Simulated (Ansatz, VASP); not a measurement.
**One calculation of Ta3I2, two programs**

```
Ta I
1.0
     3.58052    2.06722    5.33470
    -3.58052    2.06722    5.33470
     0.00000   -4.13443    5.33470
Ta I
6 4
Cartesian
  -2.0016 -2.0672 6.6684
  2.7911 -0.6998 6.6684
  -0.7895 2.7670 6.6684
  2.0016 2.0672 9.3357
  -2.7911 0.6998 9.3357
  0.7895 -2.7670 9.3357
  0.0000 0.0000 14.4183
  0.0000 0.0000 9.5879
  0.0000 0.0000 1.5858
  0.0000 0.0000 6.4162
```

Alike in both runs: functional PBE; k mesh 3 × 3 × 3; occupations gaussian, width 0.1 eV; no spin polarisation.

Ansatz relaxed the structure, and its values are those at the end. VASP's run is a single point on that final structure, the one shown.

```csv
,VASP,Ansatz
version,VASP 6.6.1,Ansatz 0.2.0
potentials or method,"VASP PAW PBE potentials, release 64 (Ta_pv, I), cutoff 520 eV","scalar-relativistic, plane waves, PAW"
valence electrons in the cell,94,146
```

```csv
,VASP,Ansatz,Ansatz less VASP
gap on the k mesh at the Fermi level (eV),none,none,-
pressure (GPa),-0.1,0.0,+0.02
```

A gap of «none» marks a metal or a gap that the smearing closes. With one functional, cell and mesh, what is left measures potentials, basis and numerics. VASP's potentials hold 94 valence electrons a cell and Ansatz's 146, so a difference there can come from the potentials and not from the codes.

The k mesh is coarse, so the values compare programs but aren't converged. Neither program's run includes spin-orbit coupling.
